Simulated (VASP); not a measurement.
# Cs (Im-3m) in VASP: a series of runs

Aim: see how the results for Cs move with the level of theory and the settings. Levels: PBE, LDA. Tasks: single point.

All numbers are computed with VASP 6.6.1; they aren't measurements. Logs are shortened: lines on timing, memory, paths and dates and some standing lists are left out, and cuts for length are marked.

### Step 1. The cell of the first run

Symmetry: Im-3m, No. 229, cubic system. Conventional cell: a = 6.257 Å, b = 6.257 Å, c = 6.257 Å, α = 90.00°, β = 90.00°, γ = 90.00°.

### Step 2. Single point, PBE

File INCAR:

```
PREC = Accurate
ENCUT = 520
EDIFF = 1E-7
ISMEAR = 0
SIGMA = 0.1
LREAL = False
LASPH = True
NELM = 80
ALGO = Normal
ISIF = 2
LWAVE = False
LCHARG = False
GGA = PE
NBANDS = 10
```

File KPOINTS:

```
regular mesh
0
Gamma
  4 4 4
```

File POSCAR:

```
Cs
1.0
   -3.1284650614      3.1284650614      3.1284650614
    3.1284650614     -3.1284650614      3.1284650614
    3.1284650614      3.1284650614     -3.1284650614
Cs
1
Direct
    0.0000000000      0.0000000000      0.0000000000
```

Potentials or basis: VASP PAW PBE potentials, release 64 (Cs_sv).

Started as:

```bash
> cat potpaw_PBE.64/Cs_sv/POTCAR > POTCAR
> mpirun -np 1 vasp_std > vasp.out
```

OUTCAR:

```text
PREC = Accurate
   ENCUT = 520
   EDIFF = 1E-7
   ISMEAR = 0
   LREAL = False
   LASPH = True
   NELM = 80
   ISIF = 2
   GGA = PE

 ion  position               nearest neighbor table
   1  0.000  0.000  0.000-

  LATTYP: Found a body centered cubic cell.
 ALAT       =     6.2569301228

  Lattice vectors:

 A1 = (  -3.1284650614,   3.1284650614,   3.1284650614)
 A2 = (   3.1284650614,  -3.1284650614,   3.1284650614)
 A3 = (   3.1284650614,   3.1284650614,  -3.1284650614)

Analysis of symmetry for initial positions (statically):
=====================================================================
 Subroutine PRICEL returns:
 Original cell was already a primitive cell.

 Routine SETGRP: Setting up the symmetry group for a
 body centered cubic supercell.

 Subroutine GETGRP returns: Found 48 space group operations
 (whereof 48 operations were pure point group operations)
 out of a pool of 48 trial point group operations.

The static configuration has the point symmetry O_h .

Analysis of symmetry for dynamics (positions and initial velocities):
=====================================================================
 Subroutine PRICEL returns:
 Original cell was already a primitive cell.

 Routine SETGRP: Setting up the symmetry group for a
 body centered cubic supercell.

 Subroutine GETGRP returns: Found 48 space group operations
 (whereof 48 operations were pure point group operations)
 out of a pool of 48 trial point group operations.

The dynamic configuration has the point symmetry O_h .

 Subroutine INISYM returns: Found 48 space group operations
 (whereof 48 operations are pure point group operations),
 and found     1 'primitive' translations

----------------------------------------------------------------------------------------

                                     Primitive cell

  volume of cell :     122.4768

  direct lattice vectors                    reciprocal lattice vectors
    -3.128465061  3.128465061  3.128465061     0.000000000  0.159822785  0.159822785
     3.128465061 -3.128465061  3.128465061     0.159822785  0.000000000  0.159822785
     3.128465061  3.128465061 -3.128465061     0.159822785  0.159822785  0.000000000

  length of vectors
     5.418660436  5.418660436  5.418660436     0.226023551  0.226023551  0.226023551

  position of ions in fractional coordinates (direct lattice)
     0.000000000  0.000000000  0.000000000

  ion indices of the primitive-cell ions
   primitive index   ion index
                 1           1

----------------------------------------------------------------------------------------

 KPOINTS: regular mesh

Automatic generation of k-mesh.
 Grid dimensions read from file:
 generate k-points for:    4    4    4

 Generating k-lattice:

  Cartesian coordinates                     Fractional coordinates (reciprocal lattice)
     0.000000000  0.039955696  0.039955696     0.250000000  0.000000000  0.000000000
     0.039955696  0.000000000  0.039955696     0.000000000  0.250000000  0.000000000
     0.039955696  0.039955696  0.000000000     0.000000000  0.000000000  0.250000000

  Length of vectors
     0.056505888  0.056505888  0.056505888

  Shift w.r.t. Gamma in fractional coordinates (k-lattice)
     0.000000000  0.000000000  0.000000000

 Subroutine IBZKPT returns following result:
 ===========================================

 Found      8 irreducible k-points:

 Following reciprocal coordinates:
            Coordinates               Weight
  0.000000  0.000000  0.000000      1.000000
  0.250000  0.000000  0.000000     12.000000
  0.500000  0.000000  0.000000      6.000000
  0.250000  0.250000  0.000000     24.000000
  0.250000  0.250000  0.250000      2.000000
 -0.250000  0.250000  0.250000      6.000000
  0.500000  0.500000  0.250000     12.000000
  0.500000  0.500000  0.500000      1.000000
   k-points           NKPTS =      8   k-points in BZ     NKDIM =      8   number of bands    NBANDS=     10
   number of dos      NEDOS =    301   number of ions     NIONS =      1
   total plane-waves  NPLWV =  64000
   dimension x,y,z NGX =    40 NGY =   40 NGZ =   40
   dimension x,y,z NGXF=    80 NGYF=   80 NGZF=   80
   ions per type =               1
   NGX,Y,Z   is equivalent  to a cutoff of  12.27, 12.27, 12.27 a.u.
   NGXF,Y,Z  is equivalent  to a cutoff of  24.54, 24.54, 24.54 a.u.
 SYSTEM =  unknown system
   PREC   = accura    normal or accurate (medium, high low for compatibility)
   ISTART =      0    job   : 0-new  1-cont  2-samecut
   ICHARG =      2    charge: 1-file 2-atom 10-const
   ISPIN  =      1    spin polarized calculation?
   LNONCOLLINEAR =      F non collinear calculations
   LSORBIT =      F    spin-orbit coupling
   LASPH  =      T    aspherical Exc in radial PAW
   ENCUT  =  520.0 eV  38.22 Ry    6.18 a.u.  10.08 10.08 10.08*2*pi/ulx,y,z
   NELM   =     80;   NELMIN=  2; NELMDL= -5     # of ELM steps
   EDIFF  = 0.1E-06   stopping-criterion for ELM
   LREAL  =      F    real-space projection
   EDIFFG = 0.1E-05   stopping-criterion for IOM
   NSW    =      0    number of steps for IOM
   IBRION =     -1    ionic relax: 0-MD 1-quasi-New 2-CG
   NFREE  =      0    steps in history (QN), initial steepest desc. (CG)
   ISIF   =      2    stress and relaxation
   ISYM   =      2    0-nonsym 1-usesym 2-fastsym
   POTIM  = 0.5000    time-step for ionic-motion
   TEBEG  =    0.0;   TEEND  =   0.0 temperature during run
   PSTRESS=    0.0 pullay stress
   NELECT =       9.0000    total number of electrons
   NUPDOWN=      -1.0000    fix difference up-down
   EMIN   =  10.00;   EMAX   =-10.00  energy-range for DOS
   EFERMI =   0.00;   METHOD = LEGACY
   ISMEAR =     0;   SIGMA  =   0.10  broadening in eV -4-tet -1-fermi 0-gaus
   EFERMI_NEDOS =   21; number of points for ismear=-14 and -15
   IALGO  =     38    algorithm
   IMIX   =      4    mixing-type and parameters
     AMIX     =   0.40;   BMIX     =  1.00
     AMIX_MAG =   1.60;   BMIX_MAG =  1.00
  volume/ion in A,a.u.               =     122.48       826.51
  Fermi-wavevector in a.u.,A,eV,Ry     =   0.685706  1.295796  6.397353  0.470192
  Thomas-Fermi vector in A             =   1.765724
   LORBIT       =      0    0 simple, 1 ext, 2 COOP (PROOUT), +10 PAW based schemes
   GGA     = PE    functional components
   LHFCALC =     F    Hartree Fock is set to
   AEXX    =    0.0000 exact exchange contribution
   IVDW    =     0    specifies the selected vdW correction
   LEPSILON=     F    determine dielectric tensor
   LRPA    =     F    only Hartree local field effects (RPA)
 non-spin polarized calculation
 Gauss-broadening in eV      SIGMA  =   0.10
  energy-cutoff  :      520.00
  volume of cell :      122.48
 maximum number of plane-waves:      3352
   NGX = 21   NGY = 21   NGZ = 21

 number of electron       8.9999999 magnetization

 Free energy of the ion-electron system (eV)
  ---------------------------------------------------
  ext. energy  EPLUGINS =         0.00000000
  ---------------------------------------------------
  free energy    TOTEN  =        -0.80855897 eV

  energy without entropy =       -0.78330791  energy(sigma->0) =       -0.79593344

 E-fermi :   0.3116     XC(G=0):  -5.2509

 val. band max:       -0.1460984902   @ k =  -0.2500   0.2500   0.2500
 cond. band min:       0.3148362389   @ k =   0.2500   0.2500   0.0000
 fundamental gap:      0.4609347291
 Fermi energy:         0.3116125707

 k-point     1 :       0.0000    0.0000    0.0000
  band No.  band energies     occupation
      1     -23.5897      2.00000
      2     -10.3417      2.00000
      3     -10.3417      2.00000
      4     -10.3417      2.00000
      5      -1.3121      2.00000
      6       2.7566      0.00000
      7       2.7566      0.00000
      8       2.7566      0.00000
      9       3.5709      0.00000
     10       3.5709      0.00000

 k-point     2 :       0.2500    0.0000    0.0000
  band No.  band energies     occupation
      1     -23.5873      2.00000
      2     -10.3977      2.00000
      3     -10.3603      2.00000
      4     -10.3416      2.00000
      5      -0.7003      2.00000
      6       2.0188      0.00000
      7       2.2779      0.00000
      8       3.3878      0.00000
      9       3.4243      0.00000
     10       3.5700      0.00000

 k-point     3 :       0.5000    0.0000    0.0000
  band No.  band energies     occupation
      1     -23.5848      2.00000
      2     -10.4518      2.00000
      3     -10.3787      2.00000
      4     -10.3416      2.00000
      5       0.3617      0.47878
      6       1.1133      0.00000
      7       1.9510      0.00000
      8       3.3873      0.00000
      9       3.9911      0.00000
     10       4.5039      0.00000

 k-point     4 :       0.2500    0.2500    0.0000
  band No.  band energies     occupation
      1     -23.5848      2.00000
      2     -10.4317      2.00000
      3     -10.3880      2.00000
      4     -10.3531      2.00000
      5       0.3148      0.96364
      6       1.4251      0.00000
      7       1.7209      0.00000
      8       3.4496      0.00000
      9       3.5747      0.00000
     10       4.1731      0.00000

 k-point     5 :       0.2500    0.2500    0.2500
  band No.  band energies     occupation
      1     -23.5846      2.00000
      2     -10.3957      2.00000
      3     -10.3957      2.00000
      4     -10.3957      2.00000
      5       1.2768      0.00000
      6       1.2768      0.00000
      7       1.2768      0.00000
      8       2.5141      0.00000
      9       4.0644      0.00000
     10       4.0644      0.00000

 k-point     6 :      -0.2500    0.2500    0.2500
  band No.  band energies     occupation
      1     -23.5851      2.00000
      2     -10.3992      2.00000
      3     -10.3803      2.00000
      4     -10.3803      2.00000
      5      -0.1461      2.00000
      6       1.8535      0.00000
      7       2.4943      0.00000
      8       2.4943      0.00000
      9       3.4611      0.00000
     10       3.5902      0.00000

 k-point     7 :       0.5000    0.5000    0.2500
  band No.  band energies     occupation
      1     -23.5829      2.00000
      2     -10.4364      2.00000
      3     -10.4000      2.00000
      4     -10.3818      2.00000
      5       0.9155      0.00000
      6       1.0444      0.00000
      7       2.2558      0.00000
      8       2.4359      0.00000
      9       3.5994      0.00000
     10       4.7009      0.00000

 k-point     8 :       0.5000    0.5000    0.5000
  band No.  band energies     occupation
      1     -23.5809      2.00000
      2     -10.4210      2.00000
      3     -10.4210      2.00000
      4     -10.4210      2.00000
      5       1.0013      0.00000
      6       1.0013      0.00000
      7       3.1585      0.00000
      8       3.1585      0.00000
      9       3.1585      0.00000
     10       4.4469      0.00000

------------------------ aborting loop because EDIFF is reached ----------------------------------------

  FORCE on cell =-STRESS in cart. coord.  units (eV):
  Direction    XX          YY          ZZ          XY          YZ          ZX
  --------------------------------------------------------------------------------------
  -------------------------------------------------------------------------------------
  Total       -0.0385286     -0.0385286     -0.0385286     -0.0000000      0.0000000     -0.0000000
  in kB       -0.5040114     -0.5040114     -0.5040114     -0.0000000      0.0000000     -0.0000000
  external PRESSURE =      -0.5040114 kB  Pullay stress =       0.0000000 kB

 VOLUME and BASIS-vectors are now :
 -----------------------------------------------------------------------------
  energy-cutoff  :      520.00
  volume of cell :      122.48
      direct lattice vectors                 reciprocal lattice vectors
    -3.128465061  3.128465061  3.128465061     0.000000000  0.159822785  0.159822785
     3.128465061 -3.128465061  3.128465061     0.159822785  0.000000000  0.159822785
     3.128465061  3.128465061 -3.128465061     0.159822785  0.159822785  0.000000000

 POSITION                                       TOTAL-FORCE (eV/Angst)
 -----------------------------------------------------------------------------------
      0.00000      0.00000      0.00000        -0.000000     -0.000000      0.000000
 -----------------------------------------------------------------------------------
    total drift:                                0.000000      0.000000     -0.000000

  FREE ENERGIE OF THE ION-ELECTRON SYSTEM (eV)
  ---------------------------------------------------
  free  energy   TOTEN  =        -0.8085589726 eV

  energy  without entropy=       -0.7833079057  energy(sigma->0) =       -0.79593344
```

Wall time 12 s (1 thread of AMD EPYC 9R45 (Zen 5), shared host); peak memory 0.19 GiB.

What came out:

| Quantity | Value |
| --- | --- |
| Free energy | -0.8086 eV |
| Pressure | -0.1 GPa |

Caveat: spin-orbit coupling is left out, which moves the levels of the heavy elements.

### Step 3. Single point, PBE, collinear spin, zero start

File INCAR:

```
PREC = Accurate ; ENCUT = 520
EDIFF = 1E-6 ; ISMEAR = -5
SIGMA = 0.1 ; LREAL = F
LASPH = T ; NELM = 150
ALGO = Normal ; ISIF = 2
LWAVE = F ; LCHARG = F
ISPIN = 2 ; MAGMOM = 0
LORBIT = 11 ; GGA = PE
NBANDS = 14
```

File KPOINTS:

```
regular mesh
0
Gamma
  3 3 3
```

POSCAR is that of step 2.

Potentials or basis: VASP PAW PBE potentials, release 64 (Cs_sv).

Started as:

```bash
> cat potpaw_PBE.64/Cs_sv/POTCAR > POTCAR
> mpirun -np 1 vasp_std > vasp.out
```

It took 18 s on 1 thread of AMD EPYC 9R45 (Zen 5), shared host; peak memory 0.23 GiB.

The run converged. Its results:

* Free energy: -0.8967 eV
* Pressure: -0.1 GPa
* Net moment: 0.00 μB per cell
* Valence electrons inside the program's atomic spheres: Cs 6.54

Levels at points of the mesh, in eV from the Fermi level:
Spin up:
| k point | band 1 | band 2 | band 3 | band 4 | band 5 | band 6 | band 7 | band 8 |
| --- | --- | --- | --- | --- | --- | --- | --- | --- |
| (0.00, 0.00, 0.00) | -23.91 | -10.66 | -10.66 | -10.66 | -1.62 | 2.45 | 2.45 | 2.45 |
Spin down:
```tsv
k point	band 1	band 2	band 3	band 4	band 5	band 6	band 7	band 8	band 9
(0.00, 0.00, 0.00)	-23.91	-10.66	-10.66	-10.66	-1.62	2.45	2.45	2.45	3.25
```

Caveat: the k points lie up to 0.47 Å⁻¹ apart; spin-orbit coupling is left out, which moves the levels of the heavy elements; tetrahedron occupations give inexact forces and stress in metals.

### Step 4. Single point, LDA

File INCAR:

```
SYSTEM = Cs
ALGO = Normal ; EDIFF = 1E-6
ENCUT = 520 ; GGA = CA
ISIF = 2 ; ISMEAR = 0
LASPH = .True. ; LCHARG = .True.
LELF = .True. ; LREAL = .False.
LVHAR = .True. ; LWAVE = .False.
NBANDS = 10 ; NELM = 60
PREC = Accurate ; SIGMA = 0.1
```

File KPOINTS:

```
k-points
0
Gamma
  4 4 4
  0 0 0
```

POSCAR is that of step 3.

Potentials or basis: VASP PAW LDA potentials, release 64 (Cs_sv).

Started as:

```bash
> cat potpaw_LDA.64/Cs_sv/POTCAR > POTCAR
> mpirun -np 1 vasp_std > vasp.out
```

It used 6 s of CPU time on 1 thread of AMD EPYC 9R45 (Zen 5), on a shared host.

The run converged. Its results:

| Property | Result |
| --- | --- |
| Free energy | -0.9122 eV |
| Pressure | -0.4 GPa |

Levels at points of the mesh, in eV from the Fermi level:
```tsv
k point	band 1	band 2	band 3	band 4	band 5	band 6	band 7	band 8	band 9
(0.00, 0.00, 0.00)	-23.87	-10.62	-10.62	-10.62	-1.63	2.37	2.37	2.37	3.22
(0.50, 0.00, 0.00)	-23.87	-10.73	-10.65	-10.62	0.03	0.87	1.60	3.00	3.60
(0.50, 0.50, 0.50)	-23.86	-10.70	-10.70	-10.70	0.71	0.71	2.85	2.85	2.85
```

Caveat: spin-orbit coupling is left out, which moves the levels of the heavy elements.

### Step 5. Single point, PBE

File INCAR:

```
ALGO = Fast
EDIFF = 1E-7
ENCUT = 520
GGA = PE
ISIF = 2
ISMEAR = 1
LASPH = True
LCHARG = True
LELF = True
LREAL = False
LVHAR = True
LWAVE = False
NBANDS = 10
NELM = 60
PREC = Accurate
SIGMA = 0.1
```

File KPOINTS:

```
k-points
0
Gamma
  4 4 4
```

Edit POSCAR of step 4 so:

```diff
@@ -8,2 +8,2 @@
 Direct
-    0.0000000000      0.0000000000      0.0000000000
+    0.7950000000      0.7420000000      0.6290000000
```

Potentials or basis: VASP PAW PBE potentials, release 64 (Cs_sv).

Started as:

```bash
> cat potpaw_PBE.64/Cs_sv/POTCAR > POTCAR
> mpirun -np 1 vasp_std > vasp.out
```

Run time: 17 s. Hardware: 1 thread of AMD EPYC 9R45 (Zen 5), shared host; peak memory 0.19 GiB.

Results (log left out):

* Free energy: -0.7959 eV
* Pressure: 0.0 GPa

Levels at points of the mesh, in eV from the Fermi level:
| k point | band 1 | band 2 | band 3 | band 4 | band 5 | band 6 | band 7 | band 8 |
| --- | --- | --- | --- | --- | --- | --- | --- | --- |
| (0.00, 0.00, 0.00) | -23.91 | -10.66 | -10.66 | -10.66 | -1.63 | 2.44 | 2.44 | 2.44 |
| (0.50, 0.00, 0.00) | -23.90 | -10.77 | -10.69 | -10.66 | 0.05 | 0.80 | 1.64 | 3.07 |
| (0.50, 0.50, 0.50) | -23.90 | -10.74 | -10.74 | -10.74 | 0.69 | 0.69 | 2.84 | 2.84 |

Caveat: spin-orbit coupling is left out, which moves the levels of the heavy elements.

### Step 6. Overview

| level | potentials or basis | spin | k mesh | smearing | gap on the mesh (eV) | pressure (GPa) |
| --- | --- | --- | --- | --- | --- | --- |
| PBE | VASP PAW PBE potentials, release 64 (Cs_sv) | off | 4 × 4 × 4 | gaussian 0.1 eV | none | -0.1 |
| PBE | VASP PAW PBE potentials, release 64 (Cs_sv) | collinear, zero start | 3 × 3 × 3 | tetrahedron | none | -0.1 |
| LDA | VASP PAW LDA potentials, release 64 (Cs_sv) | off | 4 × 4 × 4 | gaussian 0.1 eV | none | -0.4 |
| PBE | VASP PAW PBE potentials, release 64 (Cs_sv) | off | 4 × 4 × 4 | methfessel-paxton 0.1 eV | none | 0.0 |

Alike in all rows: task single point; cell as given; cutoff (eV) 520.

Caveats: some runs use coarse meshes; spin-orbit coupling is left out, which moves the levels of the heavy elements; tetrahedron occupations give inexact forces and stress in metals (some runs).

Total energies depend on the potentials used, so only differences within one code and one set of settings carry meaning.
